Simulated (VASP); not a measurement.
# Si (P1) in VASP: notebook, part 2 of 2

VASP 6.6.1. The steps go on from the part before.

### 4 Single point, LDA

INCAR reads:

```
SYSTEM = Si
PREC = Accurate
ENCUT = 520
EDIFF = 1E-7
ISMEAR = -1
SIGMA = 0.36
LREAL = Auto
LASPH = .TRUE.
NELM = 100
ALGO = Normal
ISIF = 2
LWAVE = .FALSE.
LCHARG = .FALSE.
GGA = CA
NBANDS = 46
```

KPOINTS reads:

```
regular mesh
0
G
  2 2 2
  0 0 0
```

POSCAR reads:

```
Si
1.0
    0.0000000000      5.5190320000      5.5190320000
    5.5190320000      0.0000000000      5.5190320000
    5.5190320000      5.5190320000      0.0000000000
Si
16
Direct
   -0.0289905911      0.0268887732     -0.0007066457
    0.1663335165      0.1433584730      0.0811736551
    0.0911029325     -0.0201665799      0.4388450728
    0.1609158997      0.0907949075      0.6361985218
   -0.0124297159      0.5238056239     -0.0152019412
    0.1178829911      0.6619639096      0.1092764093
    0.0273236321      0.4721842526      0.5070997958
    0.1333386000      0.6448232226      0.6229353263
    0.5812432325      0.0410941629     -0.0761365399
    0.6116742936      0.1741881547      0.1230378806
    0.5386180040      0.0181281790      0.4721570739
    0.7463990062      0.1462394130      0.5463458085
    0.4460927206      0.5757712584      0.0368542889
    0.6047074922      0.6988725559      0.1013583541
    0.5349488823      0.5319229894      0.5159419260
    0.6429841320      0.5976500952      0.6780446281
```

Potentials or basis: VASP PAW LDA potentials, release 64 (Si).

Run with:

```bash
> cat potpaw_LDA.64/Si/POTCAR > POTCAR
> mpirun -np 1 vasp_std > vasp.out
```

OUTCAR:

```text
SYSTEM = Si
   PREC = Accurate
   ENCUT = 520
   EDIFF = 1E-7
   ISMEAR = -1
   LREAL = Auto
   LASPH = .TRUE.
   NELM = 100
   ISIF = 2
   GGA = CA

 ion  position               nearest neighbor table
   1  0.971  0.027  0.999-  10 2.30   6 2.33   4 2.37   2 2.55
   2  0.166  0.143  0.081-   3 2.31   5 2.45   1 2.55   9 2.66
   3  0.091  0.980  0.439-   8 2.21  12 2.23   2 2.31   4 2.46
   4  0.161  0.091  0.636-   1 2.37   7 2.43  11 2.44   3 2.46
   5  0.988  0.524  0.985-   8 2.31   2 2.45  14 2.46   6 2.50
   6  0.118  0.662  0.109-  13 2.13   1 2.33   5 2.50   7 2.57
[... 8 lines left out ...]
  15  0.535  0.532  0.516-  16 2.17  12 2.56   8 2.58  14 2.68
  16  0.643  0.598  0.678-  15 2.17  13 2.39   7 2.47  11 2.72

  LATTYP: Found a face centered cubic cell.
 ALAT       =    11.0380640000

  Lattice vectors:

 A1 = (   0.0000000000,   5.5190320000,   5.5190320000)
 A2 = (   5.5190320000,   0.0000000000,   5.5190320000)
 A3 = (   5.5190320000,   5.5190320000,   0.0000000000)

Analysis of symmetry for initial positions (statically):
=====================================================================
 Subroutine PRICEL returns:
 Original cell was already a primitive cell.

 Routine SETGRP: Setting up the symmetry group for a
 face centered cubic supercell.

 Subroutine GETGRP returns: Found  1 space group operations
 (whereof  1 operations were pure point group operations)
 out of a pool of 48 trial point group operations.

The static configuration has the point symmetry C_1 .

Analysis of symmetry for dynamics (positions and initial velocities):
=====================================================================
 Subroutine PRICEL returns:
 Original cell was already a primitive cell.

 Routine SETGRP: Setting up the symmetry group for a
 face centered cubic supercell.

 Subroutine GETGRP returns: Found  1 space group operations
 (whereof  1 operations were pure point group operations)
 out of a pool of 48 trial point group operations.

[... 136 lines left out ...]
   GGA     = CA    functional components
   LHFCALC =     F    Hartree Fock is set to
   AEXX    =    0.0000 exact exchange contribution
   IVDW    =     0    specifies the selected vdW correction
   LEPSILON=     F    determine dielectric tensor
   LRPA    =     F    only Hartree local field effects (RPA)
 non-spin polarized calculation
  energy-cutoff  :      520.00
  volume of cell :      336.22
 maximum number of plane-waves:      9185
 NGX is ok and might be reduce to    60
   NGX = 29   NGY = 29   NGZ = 29

 number of electron      64.0000000 magnetization

 Free energy of the ion-electron system (eV)
  ---------------------------------------------------
  ext. energy  EPLUGINS =         0.00000000
  ---------------------------------------------------
  free energy    TOTEN  =       -90.06216944 eV

  energy without entropy =      -87.79150350  energy(sigma->0) =      -88.92683647

 E-fermi :   5.4570     XC(G=0):  -9.4656

 val. band max:        5.4195345666   @ k =   0.0000   0.0000   0.0000
 cond. band min:       5.5789695095   @ k =   0.0000   0.0000   0.0000
 fundamental gap:      0.1594349428
 Fermi energy:         5.4569531224

 k-point     1 :       0.0000    0.0000    0.0000
  band No.  band energies     occupation
      1      -6.4492      2.00000
      2      -4.6497      2.00000
      3      -4.2104      2.00000
      4      -4.0229      2.00000
      5      -3.9795      2.00000
      6      -3.0005      2.00000
[... 365 lines left out ...]
     43       9.2181      0.00006
     44       9.2650      0.00005
 [bands above 44 left out]

------------------------ aborting loop because EDIFF is reached ----------------------------------------

  FORCE on cell =-STRESS in cart. coord.  units (eV):
  Direction    XX          YY          ZZ          XY          YZ          ZX
  --------------------------------------------------------------------------------------
  -------------------------------------------------------------------------------------
  Total      -10.5147355     -6.9342577     -8.4252992      0.0661519      0.4335292     -0.7030837
  in kB      -50.1060541    -33.0439404    -40.1492267      0.3152346      2.0659045     -3.3504171
  external PRESSURE =     -41.0997404 kB  Pullay stress =       0.0000000 kB

 VOLUME and BASIS-vectors are now :
 -----------------------------------------------------------------------------
  energy-cutoff  :      520.00
  volume of cell :      336.22
      direct lattice vectors                 reciprocal lattice vectors
     0.000000000  5.519032000  5.519032000    -0.090595597  0.090595597  0.090595597
     5.519032000  0.000000000  5.519032000     0.090595597 -0.090595597  0.090595597
     5.519032000  5.519032000  0.000000000     0.090595597  0.090595597 -0.090595597

 POSITION                                       TOTAL-FORCE (eV/Angst)
 -----------------------------------------------------------------------------------
      5.66353     10.87416      5.50743        -0.087610      1.016223      1.219189
      1.23920      1.36600      1.70920        -0.799305     -0.700604      0.569495
      7.82973      2.92480      5.91053         0.854199      0.360706      1.348898
      4.01230      4.39930      1.38920        -0.196736     -0.633904      0.815815
      8.32603     10.88556      8.34133         0.608811      0.675535      0.041803
      4.25650      1.25370      4.30400         1.196561     -1.376322     -2.987325
[... 8 lines left out ...]
      5.78320      5.79990      5.88810        -1.941207     -2.191414     -1.256578
      7.04060      7.29080      6.84710         0.955729      0.458922      2.068567
 -----------------------------------------------------------------------------------
    total drift:                               -0.003152      0.010681     -0.002870

  FREE ENERGIE OF THE ION-ELECTRON SYSTEM (eV)
  ---------------------------------------------------
  free  energy   TOTEN  =       -90.0621694374 eV

  energy  without entropy=      -87.7915035037  energy(sigma->0) =      -88.92683647
```

OSZICAR:

```text
N       E                     dE             d eps       ncg     rms          rms(c)
DAV:   1     0.144651767082E+03    0.14465E+03   -0.23926E+04   736   0.114E+03
DAV:   2    -0.773886309358E+02   -0.22204E+03   -0.20843E+03   886   0.164E+02
DAV:   3    -0.916082701950E+02   -0.14220E+02   -0.13792E+02   952   0.372E+01
DAV:   4    -0.919588282143E+02   -0.35056E+00   -0.34824E+00   912   0.694E+00
DAV:   5    -0.919684211869E+02   -0.95930E-02   -0.95815E-02   922   0.114E+00    0.132E+01
DAV:   6    -0.905789032432E+02    0.13895E+01   -0.10588E+00   848   0.326E+00    0.775E+00
DAV:   7    -0.900658704967E+02    0.51303E+00   -0.16106E+00   882   0.374E+00    0.950E-01
DAV:   8    -0.900629689820E+02    0.29015E-02   -0.15646E-01   832   0.148E+00    0.729E-01
DAV:   9    -0.900624024084E+02    0.56657E-03   -0.96876E-03   906   0.343E-01    0.287E-01
DAV:  10    -0.900621476949E+02    0.25471E-03   -0.14405E-03   848   0.122E-01    0.103E-01
DAV:  11    -0.900621694189E+02   -0.21724E-04   -0.19651E-04   898   0.501E-02    0.392E-02
DAV:  12    -0.900621683775E+02    0.10413E-05   -0.22690E-05   848   0.166E-02    0.185E-02
DAV:  13    -0.900621693648E+02   -0.98729E-06   -0.46384E-06   840   0.634E-03    0.328E-03
DAV:  14    -0.900621693690E+02   -0.41591E-08   -0.11187E-06   656   0.185E-03    0.182E-03
DAV:  15    -0.900621694374E+02   -0.68492E-07   -0.74000E-07   512   0.105E-03
   1 F= -.90062169E+02 E0= -.88926836E+02  d E =-.227067E+01
```

It took 1.8 min on 1 thread of Intel Xeon Platinum 8488C (Sapphire Rapids), shared host; peak memory 0.38 GiB.

What came out:

```yaml
Free_energy: -90.0622 eV
Pressure: -4.1 GPa
Largest_force: 3.500 eV/Å
Band_gap_on_the_k_mesh: 0.16 eV, direct
```

Forces on the atoms (eV/Å):
```
Si  -0.088  1.016  1.219
Si  -0.799 -0.701  0.569
Si   0.854  0.361  1.349
Si  -0.197 -0.634  0.816
Si   0.609  0.676  0.042
Si   1.197 -1.376 -2.987
Si   0.625 -0.269  0.519
Si  -2.140  1.035 -0.889
Si   1.046 -1.040 -0.197
Si  -0.112 -1.195  0.542
Si   0.758  1.837 -0.882
Si   1.659 -1.844 -1.739
Si  -2.820  1.437  0.730
Si   0.393  2.429  0.096
Si  -1.941 -2.191 -1.257
Si   0.956  0.459  2.069
```

Caveat: the k points lie up to 0.49 Å⁻¹ apart; forces of over 1 eV/Å act on the atoms, so gaps and moduli don't describe the material at rest.
